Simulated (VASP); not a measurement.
TbHgB4, 6 atoms in the cell. It takes space group I4/mmm (No. 139, tetragonal). Conventional cell: a = 5.219 Å, b = 5.219 Å, c = 6.937 Å, α = 90.00°, β = 90.00°, γ = 90.00°. Within 3.5 Å of Tb (site symmetry 4/mmm) lie 8 B at 2.68 Å and 2 Hg at 3.47 Å. B (site symmetry 2mm) has 1 B at 1.25 Å within 1.7 Å. Hg (site symmetry 4/mmm) has 8 B at 2.68 Å and 2 Tb at 3.47 Å within 3.5 Å. The cell was generated, and may not be a known phase.

| Property | Result |
| --- | --- |
| Program | VASP 6.6.1 |
| Task | relaxation of cell and atoms |
| Functional | PBE |
| Potentials or basis | VASP PAW PBE potentials, release 64 (Tb_3, B, Hg), 4f in core |
| Cutoff | 500 eV |
| k mesh | 4 × 4 × 4 |
| Occupations | gaussian, width 0.2 eV |
| Spin | no spin polarisation |
| Dipole correction | no |
| Further INCAR settings | ALGO = Normal; EDIFF = 1e-07; IBRION = 2; EDIFFG = -0.08; NSW = 36; ISIF = 3 |

Potentials or basis: VASP PAW PBE potentials, release 64 (Tb_3, B, Hg), 4f in core.

Run with:

```bash
$ cat potpaw_PBE.64/Tb_3/POTCAR potpaw_PBE.64/B/POTCAR potpaw_PBE.64/Hg/POTCAR > POTCAR
$ mpirun -np 1 vasp_std > vasp.out
```

Hardware: 1 thread of Intel(R) Xeon(R) Platinum 8488C (Sapphire Rapids), on a shared host.

Task: How long does it take, and how much memory?

Result: Run time: 4.9 min on 1 thread of Intel(R) Xeon(R) Platinum 8488C (Sapphire Rapids), on a shared host, peak memory 0.26 GiB. Counts: scf iterations 129, k points 13, ion steps 12.
